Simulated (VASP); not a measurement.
# C (I4_1/amd) in VASP: a series of runs, part 2 of 2

VASP 6.6.1. The steps go on from the part before.

## 3. Single point, r2SCAN (uniaxial z strain -1.0%)

POSCAR

```
C
1.0
    0.0000000000      1.7801241425      1.7623229011
    1.7801241425      0.0000000000      1.7623229011
    1.7801241425      1.7801241425      0.0000000000
C
2
Direct
    0.0000000000      0.0000000000      0.0000000000
    0.2500000000      0.2500000000      0.2500000000
```

INCAR.step1

```
ALGO = Normal
EDIFF = 1E-5
ENCUT = 910
GGA = PE
GGA_COMPAT = F
ISMEAR = 0
LASPH = T
LCHARG = F
LREAL = F
LWAVE = T
NBANDS = 11
NELM = 120
PREC = Accurate
SIGMA = 0.01
```

INCAR.step2

```
ALGO = Normal
EDIFF = 1E-6
ENCUT = 910
GGA_COMPAT = F
ISIF = 2
ISMEAR = 0
ISTART = 1
LASPH = T
LCHARG = F
LMIXTAU = T
LREAL = F
LWAVE = F
METAGGA = R2SCAN
NBANDS = 11
NELM = 120
PREC = Accurate
SIGMA = 0.01
```

KPOINTS

```
k-points
0
Gamma
  12 12 12
```

Potentials or basis: VASP PAW PBE potentials, release 64 (C_h).

Launch:

```bash
> cat potpaw_PBE.64/C_h/POTCAR > POTCAR
> cp INCAR.step1 INCAR
> mpirun -np 1 vasp_std > vasp.out
> cp INCAR.step2 INCAR
> mpirun -np 1 vasp_std > vasp.out
```

OUTCAR:

```text
EDIFF = 1E-6
   ENCUT = 910
   ISIF = 2
   ISMEAR = 0
   ISTART = 1
   LASPH = T
   LREAL = F
   METAGGA = R2SCAN
   NELM = 120
   PREC = Accurate

 ion  position               nearest neighbor table
   1  0.000  0.000  0.000-
   2  0.250  0.250  0.250-

  LATTYP: Found a body centered tetragonal cell.
 ALAT       =     2.5174757050
 C/A-ratio  =     1.4000714268

  Lattice vectors:

 A1 = (   0.0000000000,  -1.7801241425,  -1.7623229011)
 A2 = (   0.0000000000,   1.7801241425,  -1.7623229011)
 A3 = (   1.7801241425,   0.0000000000,   1.7623229011)

Analysis of symmetry for initial positions (statically):
=====================================================================
 Subroutine PRICEL returns:
 Original cell was already a primitive cell.

 Routine SETGRP: Setting up the symmetry group for a
 body centered tetragonal supercell.

 Subroutine GETGRP returns: Found 16 space group operations
 (whereof  8 operations were pure point group operations)
 out of a pool of 16 trial point group operations.

The static configuration has the point symmetry D_2d.
 The point group associated with its full space group is D_4h.

Analysis of symmetry for dynamics (positions and initial velocities):
=====================================================================
 Subroutine PRICEL returns:
 Original cell was already a primitive cell.

 Routine SETGRP: Setting up the symmetry group for a
 body centered tetragonal supercell.

 Subroutine GETGRP returns: Found 16 space group operations
 (whereof  8 operations were pure point group operations)
 out of a pool of 16 trial point group operations.

The dynamic configuration has the point symmetry D_2d.
 The point group associated with its full space group is D_4h.

 Subroutine INISYM returns: Found 16 space group operations
 (whereof  8 operations are pure point group operations),
 and found     1 'primitive' translations

[... 121 lines left out ...]
   AEXX    =    0.0000 exact exchange contribution
   IVDW    =     0    specifies the selected vdW correction
   LEPSILON=     F    determine dielectric tensor
   LRPA    =     F    only Hartree local field effects (RPA)
 non-spin polarized calculation
 Gauss-broadening in eV      SIGMA  =   0.01
  energy-cutoff  :      910.00
  volume of cell :       11.17
 maximum number of plane-waves:       712
 NGX is ok and might be reduce to    28
   NGX = 13   NGY = 13   NGZ = 13

 number of electron       8.0000000 magnetization

 Free energy of the ion-electron system (eV)
  ---------------------------------------------------
  ext. energy  EPLUGINS =         0.00000000
  ---------------------------------------------------
  free energy    TOTEN  =       -19.71580015 eV

  energy without entropy =      -19.71580015  energy(sigma->0) =      -19.71580015

 E-fermi :  11.3040     XC(G=0): -14.3553

 val. band max:       11.2597750503   @ k =   0.0000   0.0000   0.0000
 cond. band min:      15.4008168100   @ k =   0.3333   0.3333   0.0000
 fundamental gap:      4.1410417597
 Fermi energy:        11.3040299662

 k-point     1 :       0.0000    0.0000    0.0000
  band No.  band energies     occupation
      1     -11.7307      2.00000
      2      11.1007      2.00000
      3      11.1007      2.00000
      4      11.2598      2.00000
      5      16.9873      0.00000
      6      17.1227      0.00000
      7      17.1227      0.00000
      8      25.3797      0.00000
      9      31.7700      0.00000
     10      38.4076      0.00000
     11      38.9349      0.00000
[... 309 lines left out ...]
 k-point    24 :      -0.4167    0.1667    0.0000
  band No.  band energies     occupation
      1      -5.2628      2.00000
      2      -2.1478      2.00000
      3       5.3947      2.00000
      4       7.2012      2.00000
      5      19.0115      0.00000
      6      22.0410      0.00000
      7      23.2075      0.00000
      8      27.7271      0.00000
      9      31.8436      0.00000
     10      36.5856      0.00000
     11      37.4946      0.00000

 [... further k-points ...]

------------------------ aborting loop because EDIFF is reached ----------------------------------------

  FORCE on cell =-STRESS in cart. coord.  units (eV):
  Direction    XX          YY          ZZ          XY          YZ          ZX
  --------------------------------------------------------------------------------------
  -------------------------------------------------------------------------------------
  Total        0.0304410      0.0304410      0.7272885      0.0000000      0.0000000      0.0000000
  in kB        4.3666955      4.3666955    104.3280907      0.0000000      0.0000000      0.0000000
  external PRESSURE =      37.6871605 kB  Pullay stress =       0.0000000 kB

 VOLUME and BASIS-vectors are now :
 -----------------------------------------------------------------------------
  energy-cutoff  :      910.00
  volume of cell :       11.17
      direct lattice vectors                 reciprocal lattice vectors
     0.000000000  1.780124143  1.762322901    -0.280879287  0.280879287  0.283716452
     1.780124143  0.000000000  1.762322901     0.280879287 -0.280879287  0.283716452
     1.780124143  1.780124143  0.000000000     0.280879287  0.280879287 -0.283716452

 POSITION                                       TOTAL-FORCE (eV/Angst)
 -----------------------------------------------------------------------------------
      0.00000      0.00000      0.00000        -0.000000     -0.000000      0.000000
      0.89006      0.89006      0.88116         0.000000      0.000000      0.000000
 -----------------------------------------------------------------------------------
    total drift:                                0.000000      0.000000      0.000000

  FREE ENERGIE OF THE ION-ELECTRON SYSTEM (eV)
  ---------------------------------------------------
  free  energy   TOTEN  =       -19.7158001503 eV

  energy  without entropy=      -19.7158001503  energy(sigma->0) =      -19.71580015
```

OSZICAR.step1:

```text
N       E                     dE             d eps       ncg     rms          rms(c)
DAV:   1     0.128088994800E+02    0.12809E+02   -0.69266E+03  3594   0.112E+03
DAV:   2    -0.177884710487E+02   -0.30597E+02   -0.28887E+02  5068   0.165E+02
DAV:   3    -0.188507626960E+02   -0.10623E+01   -0.10588E+01  4378   0.258E+01
DAV:   4    -0.188536607912E+02   -0.28981E-02   -0.28979E-02  3880   0.148E+00
DAV:   5    -0.188536642220E+02   -0.34308E-05   -0.34308E-05  4144   0.534E-02    0.488E+00
DAV:   6    -0.183681140730E+02    0.48555E+00   -0.24912E-01  3709   0.356E+00    0.268E+00
DAV:   7    -0.182034107212E+02    0.16470E+00   -0.30717E-01  3917   0.396E+00    0.358E-01
DAV:   8    -0.182053390700E+02   -0.19283E-02   -0.87972E-03  3790   0.842E-01    0.418E-02
DAV:   9    -0.182053859656E+02   -0.46896E-04   -0.61095E-05  4342   0.691E-02    0.188E-02
DAV:  10    -0.182054035398E+02   -0.17574E-04   -0.14322E-05  3919   0.340E-02    0.250E-03
DAV:  11    -0.182054034139E+02    0.12584E-06   -0.25775E-07  1883   0.516E-03
   1 F= -.18205403E+02 E0= -.18205403E+02  d E =-.654353-105
```

Wall time 3.9 min (1 thread of AMD EPYC 9R45 (Zen 5), shared host); peak memory 0.14 GiB.

What came out:

| Property | Result |
| --- | --- |
| Free energy | -19.7158 eV |
| Pressure | 3.8 GPa |
| Band gap on the k mesh | 4.14 eV, indirect (least direct gap 5.73 eV) |

Stress tensor (GPa, compression positive):
```
 0.44  0.00  0.00
 0.00  0.44  0.00
 0.00  0.00 10.43
```

Caveat: the cell differs from its parent crystal (uniaxial z strain -1.0%); the cutoff is under 1.25 times the usual one of these potentials, so pressure, stress and relaxed cells hold a basis-set (Pulay) error; the PAW data sets were made with another functional, which shifts forces and pressure a little. A k mesh can miss the band edges.
